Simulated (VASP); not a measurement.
Here is a VASP 6.6.1 calculation.

The input INCAR:

```
SYSTEM = GaP
ALGO = Normal
EDIFF = 1E-7
ENCUT = 520
GGA = CA
ISIF = 2
ISMEAR = 0
LASPH = .TRUE.
LCHARG = .FALSE.
LREAL = .FALSE.
LWAVE = .FALSE.
NBANDS = 16
NELM = 100
PREC = Accurate
SIGMA = 0.01
```

KPOINTS

```
k-points
0
G
  8 8 8
  0 0 0
```

POSCAR

```
GaP
1.0
    2.6956870601      2.6956870601      0.0000000000
   -2.6956870601      2.6956870601      0.0000000000
    0.0000000000      2.6956870601      2.6956870601
Ga P
1 1
Direct
    0.0000000000      0.0000000000      0.0000000000
    0.7500000000      0.2500000000      0.5000000000
```

Potentials or basis: VASP PAW LDA potentials, release 64 (Ga_d, P).

Command:

```console
$ cat potpaw_LDA.64/Ga_d/POTCAR potpaw_LDA.64/P/POTCAR > POTCAR
$ mpirun -np 1 vasp_std > vasp.out
```

(1) Estimate the band gap on the k mesh.

(2) Predict the pressure.

Answers

(1) 1.43 eV, indirect (least direct gap 1.91 eV).

(2) 0.1 GPa.
